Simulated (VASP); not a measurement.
Wanted: the native input for a VASP 6.6.1 run.

```
Task                   : single point
Functional             : r2SCAN
Potentials or basis    : VASP PAW PBE potentials, release 64 (Ba_sv, S)
Cutoff                 : 520 eV
k mesh                 : 6 × 6 × 6
Occupations            : gaussian, width 0.01 eV
Spin                   : no spin polarisation
Dipole correction      : no
Further INCAR settings : ALGO = Normal; EDIFF = 1e-06; NBANDS = 15
```

BaS:

```xyz
2
Lattice="3.1806 3.1806 0.0000 -3.1806 3.1806 0.0000 0.0000 3.1806 3.2244" Properties=species:S:1:pos:R:3 pbc="T T T"
Ba    0.0000    0.0000    0.0000
S     0.0000    3.1806    0.0000
```

This cell differs from its parent crystal: in-plane strain -0.01, then relaxed in part.

These files were run (other wordings do the same):

POSCAR

```
BaS
1.0
    3.1805694898      3.1805694898      0.0000000000
   -3.1805694898      3.1805694898      0.0000000000
    0.0000000000      3.1805694898      3.2244441964
Ba S
1 1
Direct
    0.0000000000      0.0000000000      0.0000000000
    0.5000000000      0.5000000000      0.0000000000
```

INCAR.step1

```
SYSTEM = BaS
  PREC = Accurate
  ENCUT = 520
  ISMEAR = 0
  SIGMA = 0.01
  LREAL = .FALSE.
  LASPH = .TRUE.
  NELM = 60
  NBANDS = 15
  GGA = PE
  ALGO = Normal
  EDIFF = 1E-4
  LWAVE = .TRUE.
  LCHARG = .FALSE.
```

INCAR.step2

```
SYSTEM = BaS
  PREC = Accurate
  ENCUT = 520
  EDIFF = 1E-6
  ISMEAR = 0
  SIGMA = 0.01
  LREAL = .FALSE.
  LASPH = .TRUE.
  NELM = 60
  ALGO = Normal
  ISIF = 2
  LWAVE = .FALSE.
  LCHARG = .TRUE.
  METAGGA = R2SCAN
  LMIXTAU = .TRUE.
  LELF = .TRUE.
  LVHAR = .TRUE.
  NBANDS = 15
  ISTART = 1
```

KPOINTS

```
regular mesh
0
G
  6 6 6
  0 0 0
```

Potentials or basis: VASP PAW PBE potentials, release 64 (Ba_sv, S).

The run is started by

```sh
$ cat potpaw_PBE.64/Ba_sv/POTCAR potpaw_PBE.64/S/POTCAR > POTCAR
$ cp INCAR.step1 INCAR
$ mpirun -np 1 vasp_std > vasp.out
$ cp INCAR.step2 INCAR
$ mpirun -np 1 vasp_std > vasp.out
```

It gave:

The pressure is 1.4 GPa. The band gap on the k mesh is 2.45 eV (least direct gap 2.58 eV).

Caveat: the cell differs from its parent crystal (in-plane strain -0.01, then relaxed in part); the PAW data sets were made with another functional, which shifts forces and pressure a little; spin-orbit coupling is left out, which moves the levels of the heavy elements.

Wall time 89 s on 1 thread of AMD EPYC 9R45 96-Core Processor (Zen 5), with other jobs on the host, peak memory 0.19 GiB.
